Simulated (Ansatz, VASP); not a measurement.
CdSe, level by level in two programs

```
Cd Se
1.0
     4.30000    0.00000    0.00000
    -2.15000    3.72391    0.00000
     0.00000    0.00000    7.02000
Cd Se
2 2
Cartesian
  2.1500 1.2413 3.5100
  0.0000 2.4826 0.0000
  2.1500 1.2413 6.2127
  0.0000 2.4826 2.7027
```

Single points on this cell with VASP 6.6.1 and Ansatz 0.2.0. Each row is one pair of runs. Alike in all rows: spin: off; VASP's potentials, cutoff: VASP PAW PBE potentials, release 64 (Cd, Se), 520 eV; Ansatz's potentials, cutoff: Ansatz PAW, 420 eV.

```tsv
level	k mesh	smearing	gap on the k mesh at the Fermi level (eV), VASP	gap on the k mesh at the Fermi level (eV), Ansatz	least direct gap on the mesh (eV), VASP	least direct gap on the mesh (eV), Ansatz	pressure (GPa), VASP	pressure (GPa), Ansatz
revPBE+D3(BJ)	7 × 7 × 4	fermi-dirac, width 0.05 eV	?	0.83	?	0.83	?	0.4
RPBE+D4	7 × 7 × 4	fermi-dirac, width 0.05 eV	0.88	0.88	0.88	0.88	1.3	1.0
PBE exchange alone	7 × 7 × 4	fermi-dirac, width 0.05 eV	0.66	0.66	0.66	0.66	11.3	11.0
PBE-based global hybrid	4 × 4 × 2	fermi-dirac, width 0.05 eV	1.67	1.64	1.67	1.64	2.5	2.3
PBE	7 × 7 × 4	gaussian, width 0.016 eV	0.70	0.70	0.70	0.70	3.3	3.0
PBE	7 × 7 × 4	gaussian, width 0.017 eV	0.70	0.70	0.70	0.70	3.3	3.0
PBE	7 × 7 × 4	gaussian, width 0.018 eV	0.70	0.70	0.70	0.70	3.3	3.0
PBE	7 × 7 × 4	gaussian, width 0.019 eV	0.70	0.70	0.70	0.70	3.3	3.0
```

Fill in what VASP gave in row 1.

gap on the k mesh at the Fermi level (eV): 0.83; least direct gap on the mesh (eV): 0.83; pressure (GPa): 0.7.

VASP's potentials hold 36 valence electrons a cell and Ansatz's 72, so a difference there can come from the potentials and not from the codes.

The k mesh is coarse in some rows, so the values compare programs but aren't converged. Noted on Ansatz's runs: odd divisions of the mesh miss points on the zone boundary, where band edges often lie, so the gap on the mesh can be too wide.
